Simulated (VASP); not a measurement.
A run of VASP 6.6.1:

Contents of INCAR:

```
PREC = Accurate
ENCUT = 600
EDIFF = 1E-6
ISMEAR = 0
SIGMA = 0.02
LREAL = False
LASPH = True
NELM = 120
ALGO = Normal
ISIF = 2
LWAVE = False
LCHARG = False
GGA = PS
NBANDS = 11
GGA_COMPAT = False
```

The input KPOINTS:

```
regular mesh
0
Gamma
  8 8 8
```

POSCAR

```
BeS
1.0
    0.0000000000      2.5000537500      2.5000537500
    2.5000537500      0.0000000000      2.5000537500
    2.5000537500      2.5000537500      0.0000000000
Be S
1 1
Direct
    0.0000000000      0.0000000000      0.0000000000
    0.7500000000      0.7500000000      0.7500000000
```

Potentials or basis: VASP PAW PBE potentials, release 64 (Be, S).

The run is started by

```sh
$ cat potpaw_PBE.64/Be/POTCAR potpaw_PBE.64/S/POTCAR > POTCAR
$ mpirun -np 1 vasp_std > vasp.out
```

Hardware: 1 thread of Intel Xeon 8259CL, on a shared host.

Estimate the wall time of this run.

It took 20 s on 1 thread of Intel Xeon 8259CL, on a shared host, peak memory 0.15 GiB. Counts: scf iterations 11, k points 29.
